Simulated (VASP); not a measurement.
ZrB, 6 atoms in the cell. The structure is hexagonal, space group P6/mmm (No. 191). The conventional cell has a = 4.475 Å, b = 4.475 Å, c = 3.704 Å, α = 90.00°, β = 90.00°, γ = 120.00°. Within 3.0 Å of Zr (site symmetry 6/mmm) lie 6 B at 2.24 Å. Zr (site symmetry -6m2) has 6 B at 2.26 Å and 3 Zr at 2.58 Å within 3.0 Å. Within 3.0 Å of B (site symmetry mmm) lie 4 B at 2.24 Å and 6 Zr at 2.24 to 2.26 Å. The cell was generated, and may not be a known phase.

| Item | Value |
| --- | --- |
| Program | VASP 6.6.1 |
| Task | single point |
| Functional | PBE |
| Potentials or basis | VASP PAW PBE potentials, release 64 (Zr_sv, B) |
| Cutoff | 520 eV |
| k mesh | 6 × 6 × 6 |
| Occupations | gaussian, width 0.1 eV |
| Spin | no spin polarisation |
| Dipole correction | no |
| Further INCAR settings | ALGO = Normal; EDIFF = 1e-06; NBANDS = 32 |

Potentials or basis: VASP PAW PBE potentials, release 64 (Zr_sv, B).

The run is started by

```sh
$ cat potpaw_PBE.64/Zr_sv/POTCAR potpaw_PBE.64/B/POTCAR > POTCAR
$ mpirun -np 1 vasp_std > vasp.out
```

Hardware: 1 thread of Intel(R) Xeon(R) 6975P-C (Granite Rapids), on a shared host.

Problem. How long does it take, and how much memory?

Solution. Wall time 26 s on 1 thread of Intel(R) Xeon(R) 6975P-C (Granite Rapids), with other jobs on the host, peak memory 0.2 GiB. Counts: scf iterations 14, k points 28.
